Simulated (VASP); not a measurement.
# In (P6/mmm) in VASP: a series of runs

Runs on In. Level: LDA. Tasks: single point, relaxation of cell and atoms.

Everything below comes from runs of VASP 6.6.1. Logs are shortened: lines on timing, memory, paths and dates and some standing lists are left out, and cuts for length are marked.

## (1) The cell of the first run

It takes space group P6/mmm (No. 191, hexagonal). The conventional cell has a = 5.264 Å, b = 5.264 Å, c = 3.246 Å, α = 90.00°, β = 90.00°, γ = 120.00°. Within 4.3 Å of In (site symmetry 6/mmm) lie 14 In at 3.25 to 3.45 Å. Within 4.0 Å of In (site symmetry -6m2) lie 11 In at 3.04 to 3.45 Å.

## (2) Single point, LDA (volume scaled by 1.04)

INCAR

```
SYSTEM = In
  ALGO = Normal
  EDIFF = 1E-7
  ENCUT = 520
  ISIF = 2
  ISMEAR = -1
  LASPH = .True.
  LCHARG = .False.
  LREAL = .False.
  LWAVE = .False.
  NBANDS = 26
  NELM = 100
  PREC = Accurate
  SIGMA = 0.1
```

KPOINTS

```
k-points
0
Gamma
  8 8 11
  0 0 0
```

POSCAR

```
In
1.0
    5.2638992517      0.0000000000      0.0000000000
   -2.6319496259      4.5586704749      0.0000000000
    0.0000000000      0.0000000000      3.2463030359
In
3
Direct
    0.0000000000      0.0000000000      0.0000000000
    0.3333333333      0.6666666667      0.5000000000
    0.6666666667      0.3333333333      0.5000000000
```

Potentials or basis: VASP PAW LDA potentials, release 64 (In_d).

Command:

```
$ cat potpaw_LDA.64/In_d/POTCAR > POTCAR
$ mpirun -np 1 vasp_std > vasp.out
```

OUTCAR:

```text
SYSTEM = In
   EDIFF = 1E-7
   ENCUT = 520
   ISIF = 2
   ISMEAR = -1
   LASPH = .True.
   LREAL = .False.
   NELM = 100
   PREC = Accurate

 ion  position               nearest neighbor table
   1  0.000  0.000  0.000-   2 3.45   3 3.45   2 3.45   3 3.45   2 3.45   2 3.45   3 3.45   3 3.45
                             3 3.45   3 3.45   2 3.45   2 3.45
   2  0.333  0.667  0.500-   3 3.04   3 3.04   3 3.04   1 3.45   1 3.45   1 3.45   1 3.45   1 3.45
                             1 3.45
   3  0.667  0.333  0.500-   2 3.04   2 3.04   2 3.04   1 3.45   1 3.45   1 3.45   1 3.45   1 3.45
                             1 3.45

  LATTYP: Found a hexagonal cell.
 ALAT       =     5.2638992517
 C/A-ratio  =     0.6167107083

  Lattice vectors:

 A1 = (   5.2638992517,   0.0000000000,   0.0000000000)
 A2 = (  -2.6319496259,   4.5586704749,   0.0000000000)
 A3 = (   0.0000000000,   0.0000000000,   3.2463030359)

Analysis of symmetry for initial positions (statically):
=====================================================================
 Subroutine PRICEL returns:
 Original cell was already a primitive cell.

 Routine SETGRP: Setting up the symmetry group for a
 hexagonal supercell.

 Subroutine GETGRP returns: Found 24 space group operations
 (whereof 24 operations were pure point group operations)
 out of a pool of 24 trial point group operations.

The static configuration has the point symmetry D_6h.

Analysis of symmetry for dynamics (positions and initial velocities):
=====================================================================
 Subroutine PRICEL returns:
 Original cell was already a primitive cell.

 Routine SETGRP: Setting up the symmetry group for a
 hexagonal supercell.

 Subroutine GETGRP returns: Found 24 space group operations
 (whereof 24 operations were pure point group operations)
 out of a pool of 24 trial point group operations.

The dynamic configuration has the point symmetry D_6h.

 Subroutine INISYM returns: Found 24 space group operations
 (whereof 24 operations are pure point group operations),
 and found     1 'primitive' translations

----------------------------------------------------------------------------------------

                                     Primitive cell

  volume of cell :      77.8995

  direct lattice vectors                    reciprocal lattice vectors
     5.263899252  0.000000000  0.000000000     0.189973241  0.109681102  0.000000000
    -2.631949626  4.558670475  0.000000000     0.000000000  0.219362203  0.000000000
     0.000000000  0.000000000  3.246303036     0.000000000  0.000000000  0.308042715

  length of vectors
     5.263899252  5.263899252  3.246303036     0.219362203  0.219362203  0.308042715

  position of ions in fractional coordinates (direct lattice)
     0.000000000  0.000000000  0.000000000
     0.333333333  0.666666667  0.500000000
     0.666666667  0.333333333  0.500000000

  ion indices of the primitive-cell ions
   primitive index   ion index
                 1           1
                 2           2
                 3           3

----------------------------------------------------------------------------------------

 KPOINTS: k-points

Automatic generation of k-mesh.
 Grid dimensions read from file:
 generate k-points for:    8    8   11

 Generating k-lattice:

  Cartesian coordinates                     Fractional coordinates (reciprocal lattice)
     0.023746655  0.013710138  0.000000000     0.125000000  0.000000000  0.000000000
     0.000000000  0.027420275  0.000000000     0.000000000  0.125000000  0.000000000
     0.000000000  0.000000000  0.028003883     0.000000000  0.000000000  0.090909091

  Length of vectors
     0.027420275  0.027420275  0.028003883

  Shift w.r.t. Gamma in fractional coordinates (k-lattice)
     0.000000000  0.000000000  0.000000000

 Subroutine IBZKPT returns following result:
 ===========================================

 Found     60 irreducible k-points:

 Following reciprocal coordinates:
            Coordinates               Weight
  0.000000  0.000000  0.000000      1.000000
  0.125000  0.000000  0.000000      6.000000
  0.250000  0.000000  0.000000      6.000000
  0.375000  0.000000  0.000000      6.000000
  0.500000  0.000000  0.000000      3.000000
  0.125000  0.125000  0.000000      6.000000
[... 16 lines left out ...]
  0.250000  0.000000  0.181818     12.000000
  0.375000  0.000000  0.181818     12.000000
 [... further k-points ...]
   k-points           NKPTS =     60   k-points in BZ     NKDIM =     60   number of bands    NBANDS=     26
   number of dos      NEDOS =    301   number of ions     NIONS =      3
   total plane-waves  NPLWV =  38400
   dimension x,y,z NGX =    40 NGY =   40 NGZ =   24
   dimension x,y,z NGXF=    80 NGYF=   80 NGZF=   48
   ions per type =               3
   NGX,Y,Z   is equivalent  to a cutoff of  12.63, 12.63, 12.29 a.u.
   NGXF,Y,Z  is equivalent  to a cutoff of  25.27, 25.27, 24.58 a.u.
 SYSTEM =  In
   PREC   = accura    normal or accurate (medium, high low for compatibility)
   ISTART =      0    job   : 0-new  1-cont  2-samecut
   ICHARG =      2    charge: 1-file 2-atom 10-const
   ISPIN  =      1    spin polarized calculation?
   LNONCOLLINEAR =      F non collinear calculations
   LSORBIT =      F    spin-orbit coupling
   LASPH  =      T    aspherical Exc in radial PAW
   ENCUT  =  520.0 eV  38.22 Ry    6.18 a.u.   9.79  9.79  6.04*2*pi/ulx,y,z
   NELM   =    100;   NELMIN=  2; NELMDL= -5     # of ELM steps
   EDIFF  = 0.1E-06   stopping-criterion for ELM
   LREAL  =      F    real-space projection
   EDIFFG = 0.1E-05   stopping-criterion for IOM
   NSW    =      0    number of steps for IOM
   IBRION =     -1    ionic relax: 0-MD 1-quasi-New 2-CG
   NFREE  =      0    steps in history (QN), initial steepest desc. (CG)
   ISIF   =      2    stress and relaxation
   ISYM   =      2    0-nonsym 1-usesym 2-fastsym
   POTIM  = 0.5000    time-step for ionic-motion
   TEBEG  =    0.0;   TEEND  =   0.0 temperature during run
   PSTRESS=    0.0 pullay stress
   NELECT =      39.0000    total number of electrons
   NUPDOWN=      -1.0000    fix difference up-down
   EMIN   =  10.00;   EMAX   =-10.00  energy-range for DOS
   EFERMI =   0.00;   METHOD = LEGACY
   ISMEAR =    -1;   SIGMA  =   0.10  broadening in eV -4-tet -1-fermi 0-gaus
   EFERMI_NEDOS =   21; number of points for ismear=-14 and -15
   IALGO  =     38    algorithm
   IMIX   =      4    mixing-type and parameters
     AMIX     =   0.40;   BMIX     =  1.00
     AMIX_MAG =   1.60;   BMIX_MAG =  1.00
  volume/ion in A,a.u.               =      25.97       175.23
  Fermi-wavevector in a.u.,A,eV,Ry     =   1.299924  2.456501 22.991171  1.689803
  Thomas-Fermi vector in A             =   2.431157
   LORBIT       =      0    0 simple, 1 ext, 2 COOP (PROOUT), +10 PAW based schemes
   GGA     = CA    functional components
   LHFCALC =     F    Hartree Fock is set to
   AEXX    =    0.0000 exact exchange contribution
   IVDW    =     0    specifies the selected vdW correction
   LEPSILON=     F    determine dielectric tensor
   LRPA    =     F    only Hartree local field effects (RPA)
 non-spin polarized calculation
  energy-cutoff  :      520.00
  volume of cell :       77.90
 maximum number of plane-waves:      2114
 NGX is ok and might be reduce to    40
   NGX = 19   NGY = 19   NGZ = 13

 number of electron      38.9999993 magnetization

 Free energy of the ion-electron system (eV)
  ---------------------------------------------------
  ext. energy  EPLUGINS =         0.00000000
  ---------------------------------------------------
  free energy    TOTEN  =        -9.56344274 eV

  energy without entropy =       -9.50128915  energy(sigma->0) =       -9.53236594

 E-fermi :   7.3468     XC(G=0): -10.5570

 val. band max:        7.3447243208   @ k =   0.3750   0.0000   0.2727
 cond. band min:       7.3586518352   @ k =   0.2500   0.0000   0.4545
 fundamental gap:      0.0139275145
 Fermi energy:         7.3468058773

 k-point     1 :       0.0000    0.0000    0.0000
  band No.  band energies     occupation
      1      -7.5262      2.00000
      2      -7.2872      2.00000
      3      -7.2773      2.00000
      4      -7.2773      2.00000
      5      -7.2535      2.00000
      6      -7.1447      2.00000
[... 18 lines left out ...]
     25      18.2866      0.00000
     26      18.2999      0.00000

 k-point     2 :       0.1250    0.0000    0.0000
  band No.  band energies     occupation
      1      -7.5184      2.00000
      2      -7.3212      2.00000
      3      -7.3055      2.00000
      4      -7.2918      2.00000
      5      -7.2370      2.00000
      6      -7.1677      2.00000
[... 18 lines left out ...]
     25      17.3565      0.00000
     26      17.7736      0.00000

 k-point     3 :       0.2500    0.0000    0.0000
  band No.  band energies     occupation
      1      -7.4984      2.00000
      2      -7.3857      2.00000
      3      -7.3540      2.00000
      4      -7.3065      2.00000
      5      -7.2493      2.00000
      6      -7.1957      2.00000
[... 18 lines left out ...]
     25      15.9405      0.00000
     26      16.0340      0.00000

 k-point     4 :       0.3750    0.0000    0.0000
  band No.  band energies     occupation
      1      -7.4787      2.00000
      2      -7.4339      2.00000
      3      -7.3889      2.00000
      4      -7.3268      2.00000
      5      -7.2608      2.00000
      6      -7.2144      2.00000
[... 18 lines left out ...]
     25      14.0813      0.00000
     26      15.3373      0.00000
[... 496 lines left out ...]
      1      -7.4209      2.00000
      2      -7.3157      2.00000
      3      -7.3141      2.00000
      4      -7.2693      2.00000
      5      -7.2613      2.00000
      6      -7.1991      2.00000
[... 18 lines left out ...]
     25      14.5559      0.00000
     26      15.7466      0.00000

 k-point    23 :       0.2500    0.0000    0.1818
  band No.  band energies     occupation
      1      -7.4241      2.00000
      2      -7.3660      2.00000
      3      -7.3525      2.00000
      4      -7.2661      2.00000
      5      -7.2491      2.00000
      6      -7.1937      2.00000
[... 18 lines left out ...]
     25      14.0101      0.00000
     26      15.0751      0.00000

 k-point    24 :       0.3750    0.0000    0.1818
  band No.  band energies     occupation
      1      -7.4370      2.00000
      2      -7.3987      2.00000
      3      -7.3640      2.00000
      4      -7.2584      2.00000
      5      -7.2497      2.00000
      6      -7.1793      2.00000
[... 18 lines left out ...]
     25      13.6470      0.00000
     26      13.6847      0.00000

 [... further k-points ...]
[... 5 lines left out ...]
  --------------------------------------------------------------------------------------
  -------------------------------------------------------------------------------------
  Total       -0.7691345     -0.7691345     -0.8542449      0.0000000      0.0000000      0.0000000
  in kB      -15.8189649    -15.8189649    -17.5694498      0.0000000      0.0000000      0.0000000
  external PRESSURE =     -16.4024598 kB  Pullay stress =       0.0000000 kB

 VOLUME and BASIS-vectors are now :
 -----------------------------------------------------------------------------
  energy-cutoff  :      520.00
  volume of cell :       77.90
      direct lattice vectors                 reciprocal lattice vectors
     5.263899252  0.000000000  0.000000000     0.189973241  0.109681102  0.000000000
    -2.631949626  4.558670475  0.000000000     0.000000000  0.219362203  0.000000000
     0.000000000  0.000000000  3.246303036     0.000000000  0.000000000  0.308042715

 POSITION                                       TOTAL-FORCE (eV/Angst)
 -----------------------------------------------------------------------------------
      0.00000      0.00000      0.00000        -0.000000      0.000000      0.000000
     -0.00000      3.03911      1.62315        -0.000000      0.000000      0.000000
      2.63195      1.51956      1.62315         0.000000     -0.000000     -0.000000
 -----------------------------------------------------------------------------------
    total drift:                               -0.000000      0.000000      0.000000

  FREE ENERGIE OF THE ION-ELECTRON SYSTEM (eV)
  ---------------------------------------------------
  free  energy   TOTEN  =        -9.5634427379 eV

  energy  without entropy=       -9.5012891510  energy(sigma->0) =       -9.53236594
```

It took 38 s on 1 thread of Intel Xeon 6975P-C (Granite Rapids), shared host; peak memory 0.22 GiB.

What came out:

| Property | Result |
| --- | --- |
| Free energy | -9.5634 eV |
| Pressure | -1.6 GPa |

Levels at points of the mesh, in eV from the Fermi level:
| k point | band 15 | band 16 | band 17 | band 18 | band 19 | band 20 | band 21 | band 22 | band 23 | band 24 |
| --- | --- | --- | --- | --- | --- | --- | --- | --- | --- | --- |
| (0.00, 0.00, 0.00) | -14.27 | -9.67 | -2.85 | -2.60 | -1.06 | -1.06 | -0.94 | -0.94 | 4.64 | 8.28 |
| (0.50, 0.00, 0.00) | -14.23 | -7.70 | -7.67 | -3.99 | -3.25 | 3.58 | 3.70 | 4.80 | 4.92 | 6.39 |

Caveat: spin-orbit coupling is left out, which moves the levels of the heavy elements.

(Part 1 of 3 ends here.)
